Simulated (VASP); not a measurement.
# BN (R3m) in VASP: vibrations by perturbation theory with PBEsol

Aim: the vibrations by perturbation theory of BN with PBEsol.

All numbers are computed with VASP 6.6.1; they aren't measurements. Logs are shortened: lines on timing, memory, paths and dates and some standing lists are left out, and cuts for length are marked.

**1. The cell of the first run**

It takes space group R3m (No. 160, trigonal). The conventional cell has a = 2.483 Å, b = 2.483 Å, c = 8.374 Å, α = 90.00°, β = 90.00°, γ = 120.00°. B (site symmetry 3m) has 3 N at 1.43 Å within 1.9 Å. N (site symmetry 3m) has 3 B at 1.43 Å within 1.9 Å.

**2. Vibrations by perturbation theory, PBEsol**

The input, INCAR:

```
PREC = Accurate ; ENCUT = 520
EDIFF = 1E-8 ; ISMEAR = 0
SIGMA = 0.01 ; LREAL = F
LASPH = T ; NELM = 60
ALGO = Normal ; ISIF = 2
LWAVE = F ; LCHARG = F
GGA = PS ; NBANDS = 11
IBRION = 8 ; NSW = 1
LEPSILON = T
```

The input, KPOINTS:

```
Automatic mesh
0
Gamma
  12 12 12
```

The input, POSCAR:

```
BN
1.0
    2.4727482881      0.0016106941     -0.2228216918
   -1.2277367715      2.1464304607      0.2227889015
   -0.9889783131     -0.8615683976      2.8506921235
B N
1 1
Direct
    0.9929833000      0.9923961936     -0.0032345063
    0.6551657000      0.3234878064      0.9900395063
```

Potentials or basis: VASP PAW PBE potentials, release 64 (B, N).

Launch:

```
cat potpaw_PBE.64/B/POTCAR potpaw_PBE.64/N/POTCAR > POTCAR
mpirun -np 1 vasp_std > vasp.out
```

OUTCAR:

```text
PREC = Accurate
   ENCUT = 520
   EDIFF = 1E-8
   ISMEAR = 0
   LREAL = F
   LASPH = T
   NELM = 60
   ISIF = 2
   GGA = PS
   IBRION = 8
   NSW = 1
   LEPSILON = T

 ion  position               nearest neighbor table
   1  0.993  0.992  0.997-   2 1.43   2 1.43   2 1.43
   2  0.655  0.323  0.990-   1 1.43   1 1.43   1 1.43

  LATTYP: Found a trigonal (rhomboedric) cell.
 ALAT       =     3.1379649122
 COS(alpha) =     0.6869984348

  Lattice vectors:

 A1 = (  -0.9889783131,  -0.8615683976,   2.8506921235)
 A2 = (   1.4837699750,  -0.8599577035,   2.6278704317)
 A3 = (   0.2560332035,   1.2864727572,   2.8506593332)

Analysis of symmetry for initial positions (statically):
=====================================================================
 Subroutine PRICEL returns:
 Original cell was already a primitive cell.

 Routine SETGRP: Setting up the symmetry group for a
 trigonal (rhombohedral) supercell.

 Subroutine GETGRP returns: Found  6 space group operations
 (whereof  1 operations were pure point group operations)
 out of a pool of 12 trial point group operations.

The static configuration has the point symmetry C_1 .
 The point group associated with its full space group is C_3v.

Analysis of symmetry for dynamics (positions and initial velocities):
=====================================================================
 Subroutine PRICEL returns:
 Original cell was already a primitive cell.

 Routine SETGRP: Setting up the symmetry group for a
 trigonal (rhombohedral) supercell.

 Subroutine GETGRP returns: Found  6 space group operations
 (whereof  1 operations were pure point group operations)
 out of a pool of 12 trial point group operations.

The dynamic configuration has the point symmetry C_1 .
 The point group associated with its full space group is C_3v.

 Subroutine INISYM returns: Found  6 space group operations
 (whereof  1 operations are pure point group operations),
 and found     1 'primitive' translations

----------------------------------------------------------------------------------------

                                     Primitive cell

  volume of cell :      14.9015

  direct lattice vectors                    reciprocal lattice vectors
     2.472748288  0.001610694 -0.222821692     0.423498097  0.220082837  0.213438289
    -1.227736772  2.146430461  0.222788901     0.012574871  0.458254174  0.142861302
    -0.988978313 -0.861568398  2.850692124     0.032119575 -0.018611169  0.356310231

  length of vectors
     2.482767850  2.482767850  3.137964912     0.522822146  0.480171185  0.358238780

  position of ions in fractional coordinates (direct lattice)
     0.992983300  0.992396194  0.996765494
     0.655165700  0.323487806  0.990039506

  ion indices of the primitive-cell ions
   primitive index   ion index
                 1           1
                 2           2

----------------------------------------------------------------------------------------

 KPOINTS: Automatic mesh

Automatic generation of k-mesh.
 Grid dimensions read from file:
 generate k-points for:   12   12   12

 Generating k-lattice:

  Cartesian coordinates                     Fractional coordinates (reciprocal lattice)
[... 486 lines left out ...]
  ---------------------------------------------------
  free energy    TOTEN  =        -0.19155100 eV

  energy without entropy =       -0.19155100

------------------------ aborting loop because EDIFF is reached ----------------------------------------

--------------------------------------- Ionic step        2  -------------------------------------------

------------------------ aborting loop because EDIFF is reached ----------------------------------------

--------------------------------------- Ionic step        3  -------------------------------------------

------------------------ aborting loop because EDIFF is reached ----------------------------------------

 PIEZOELECTRIC TENSOR FIELD DIRECTION 3  (e Angst)
 -----------------------------------------------------------------------------
     0.09006  0.11239 -0.04696           (  0.00052  0.00031 -0.00022)
     0.11239  0.21947  0.02727           (  0.00031  0.00087  0.00013)
    -0.04696  0.02727 -0.42656           ( -0.00022  0.00013 -0.00177)

 PIEZOELECTRIC TENSOR FIELD DIRECTION 3  (C/m^2)
 -----------------------------------------------------------------------------
     0.09684  0.12084 -0.05049
     0.12084  0.23597  0.02932
    -0.05049  0.02932 -0.45863

--------------------------------------- Ionic step        4  -------------------------------------------

------------------------ aborting loop because EDIFF is reached ----------------------------------------

[... ionic steps 5 to 6 ...]

--------------------------------------- Ionic step        7  -------------------------------------------

 Free energy of the ion-electron system (eV)
  ---------------------------------------------------
  ---------------------------------------------------
  free energy    TOTEN  =        -0.23622605 eV

  energy without entropy =       -0.23622605

------------------------ aborting loop because EDIFF is reached ----------------------------------------

 INTERNAL STRAIN TENSOR  FOR ION    2  DIRECTION 1   (eV/Angst):
 -----------------------------------------------------------------------------
    -0.13102-14.82081 -0.32349
   -14.82922  0.01716  1.32686
    -0.16774  1.32994  0.26045

 MACROSCOPIC STATIC DIELECTRIC TENSOR (including local field effects in DFT)
 ------------------------------------------------------
           5.411995     0.008094    -0.154963
           0.008094     5.421273     0.089791
          -0.154963     0.089791     3.706980
 ------------------------------------------------------

 PIEZOELECTRIC TENSOR (including local field effects)  for field in x, y, z        (e  Angst)
          XX          YY          ZZ          XY          YZ          ZX
  --------------------------------------------------------------------------------
  x     0.01051     0.01738    -0.03844    -1.21235     0.11253    -0.00446
  y    -1.21730     1.20115     0.02227     0.00883     0.12444     0.11253
  z     0.09032     0.21922    -0.42658     0.11253     0.02722    -0.04698

 PIEZOELECTRIC TENSOR (including local field effects)  for field in x, y, z        (C/m^2)
          XX          YY          ZZ          XY          YZ          ZX
  --------------------------------------------------------------------------------
  x     0.01130     0.01868    -0.04133    -1.30349     0.12099    -0.00479
  y    -1.30881     1.29145     0.02394     0.00950     0.13379     0.12099
  z     0.09711     0.23570    -0.45865     0.12099     0.02926    -0.05052

 BORN EFFECTIVE CHARGES (including local field effects) (in |e|, cummulative output)
 ---------------------------------------------------------------------------------
 ion    1
    1     2.65049     0.00717    -0.13728
    2     0.00717     2.65871     0.07955
    3    -0.13728     0.07955     1.13997
 ion    2
    1    -2.65049    -0.00717     0.13728
    2    -0.00717    -2.65871    -0.07955
    3     0.13728    -0.07955    -1.13997

 INTERNAL STRAIN TENSOR FOR ION    2 for displacements in x,y,z  (eV/Angst):
          X           Y           Z          XY          YZ          ZX
  --------------------------------------------------------------------------------
  x    -0.12137     0.00746     0.26050   -14.82899     1.32796    -0.32434
  y   -14.77956    14.84564    -0.15101     0.07872     1.35238     1.32796
  z    -1.11486     0.40614     2.33482     1.32796    -0.19231     0.34580

 SECOND DERIVATIVES (NOT SYMMETRIZED)
 ------------------------------------
               1X          1Y          1Z          2X          2Y          2Z
  1X   -44.272996   -0.159159    3.047212   44.272996    0.159159   -3.047212
  1Y    -0.159159  -44.455454   -1.765658    0.159159   44.455454    1.765658
  1Z     3.047212   -1.765658  -10.744408   -3.047212    1.765658   10.744408
  2X    44.280379    0.159413   -3.052088  -44.280379   -0.159413    3.052088
  2Y     0.159413   44.463129    1.768483   -0.159413  -44.463129   -1.768483
  2Z    -3.052088    1.768483   10.698134    3.052088   -1.768483  -10.698134

 Eigenvectors and eigenvalues of the dynamical matrix
 ----------------------------------------------------

   1 f  =   42.247243 THz   265.447255 2PiTHz 1409.216331 cm-1   174.720478 meV
             X         Y         Z           dx          dy          dz
      0.251217  1.272927  2.841308    -0.646354    0.374711    0.077838
      0.243774 -0.157587  2.748382     0.568017   -0.329297   -0.068404
[... 21 lines left out ...]
   6 f/i=    0.022850 THz     0.143568 2PiTHz    0.762178 cm-1     0.094498 meV
             X         Y         Z           dx          dy          dz
      0.251217  1.272927  2.841308     0.059107   -0.034248    0.655696
      0.243774 -0.157587  2.748382     0.067416   -0.039063    0.747880

--------------------------------------------------------------------------------------------------------

 MACROSCOPIC STATIC DIELECTRIC TENSOR IONIC CONTRIBUTION
 ------------------------------------------------------
           1.929096     0.002108    -0.040356
           0.002108     1.931512     0.023384
          -0.040356     0.023384     1.485077
 ------------------------------------------------------

 ELASTIC MODULI CONTR FROM IONIC RELAXATION (kBar)
 Direction    XX          YY          ZZ          XY          YZ          ZX
 --------------------------------------------------------------------------------
 XX        -524.4338    522.9178      7.4380      2.0939     46.5231     48.2683
 YY         522.9178   -526.5397      9.7973     -3.9281    -47.4960    -46.6029
 ZZ           7.4380      9.7973    -57.8579      2.0552      3.4239     -5.8955
 XY           2.0939     -3.9281      2.0552   -528.1481     47.2615    -11.8351
 YZ          46.5231    -47.4960      3.4239     47.2615     -8.7056     -2.8472
 ZX          48.2683    -46.6029     -5.8955    -11.8351     -2.8472     -5.1778
 --------------------------------------------------------------------------------

 PIEZOELECTRIC TENSOR IONIC CONTR  for field in x, y, z        (C/m^2)
          XX          YY          ZZ          XY          YZ          ZX
  --------------------------------------------------------------------------------
  x     0.00928     0.00118    -0.02779     0.94694    -0.08413     0.01784
  y     0.94286    -0.94892     0.01611    -0.00522    -0.08569    -0.08413
  z     0.08877    -0.00759    -0.27350    -0.08413     0.01981    -0.03483
```

Wall time 26 min (1 thread of AMD EPYC, shared host); peak memory 0.39 GiB.

What came out:

| Property | Result |
| --- | --- |
| Electronic dielectric tensor (diagonal) | 5.41, 5.42, 3.71 |
| Born charges (mean of the diagonal) | B +2.15; N -2.15 e |
| Highest phonon frequency at Γ, LO-TO splitting left out | 1409 cm⁻¹ |

Phonon frequencies in cm⁻¹ (negative: imaginary):
| q point | frequencies |
| --- | --- |
| (0.000, 0.000, 0.000) | -1 0 0 679 1409 1409 |

Electronic dielectric tensor:
```
 5.41  0.01 -0.15
 0.01  5.42  0.09
-0.15  0.09  3.71
```

Born effective charge tensors (e):
atom 1, B
```
 2.65  0.01 -0.14
 0.01  2.66  0.08
-0.14  0.08  1.14
```
atom 2, N
```
-2.65 -0.01  0.14
-0.01 -2.66 -0.08
 0.14 -0.08 -1.14
```

Caveat: the cell stands under pressure or tension, which shifts response properties.
